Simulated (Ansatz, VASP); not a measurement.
**Two plane-wave programs on Ba3Si**

INCAR

```
  ALGO = Normal
  EDIFF = 1E-7
  ENCUT = 520
  GGA = PE
  ISIF = 2
  ISMEAR = 0
  LASPH = True
  LCHARG = True
  LELF = True
  LREAL = False
  LVHAR = True
  LWAVE = False
  NBANDS = 25
  NELM = 60
  PREC = Accurate
  SIGMA = 0.05
```

KPOINTS

```
k-points
0
Gamma
  6 6 6
```

The input POSCAR:

```
Ba3Si
1.0
    5.3833561179      0.0000000000      0.0000000000
    0.0000000000      5.3833561179      0.0000000000
    0.0000000000      0.0000000000      5.3833561179
Ba Si
3 1
Direct
    0.0000000000      0.5000000000      0.5000000000
    0.5000000000      0.5000000000      0.0000000000
    0.5000000000      0.0000000000      0.5000000000
    0.0000000000      0.0000000000      0.0000000000
```

Input for Ansatz:

```yaml
crystal:
  lattice:
    - [5.3833561179, 0.0, 0.0]
    - [0.0, 5.3833561179, 0.0]
    - [0.0, 0.0, 5.3833561179]
  atoms:
    - { symbol: Ba, position: [0.0, 0.5, 0.5] }
    - { symbol: Ba, position: [0.5, 0.5, 0.0] }
    - { symbol: Ba, position: [0.5, 0.0, 0.5] }
    - { symbol: Si, position: [0.0, 0.0, 0.0] }
basis:
  ecutwfc: 420
  ecutrho_ratio: 4
kpoints:
  mp_grid: { grid: [6, 6, 6] }
hamiltonian:
  xc: pbe
scf:
  occupations: { method: gaussian, width: 0.05 }
output:
  forces: true
  stress: true
  eigenvalues: true
```

Alike in both runs: task single point; functional PBE; k mesh 6 × 6 × 6; occupations gaussian, width 0.05 eV; no spin polarisation.

```csv
,VASP,Ansatz
version,VASP 6.6.1,Ansatz 0.2.0
potentials or method,"VASP PAW PBE potentials, release 64 (Ba_sv, Si), cutoff 520 eV","scalar-relativistic, plane waves, PAW"
valence electrons in the cell,34,34
```

Ansatz gave:

```
gap on the k mesh at the Fermi level (eV) : none
pressure (GPa)                            : 0.0
```

**Question.** Estimate VASP's values.

**Answer.** gap on the k mesh at the Fermi level (eV): none; pressure (GPa): 0.4.

A gap of «none» marks a metal or a gap that the smearing closes. The functional is the same, so the differences come from potentials, cutoffs and numerics.

Spin-orbit coupling is off throughout.
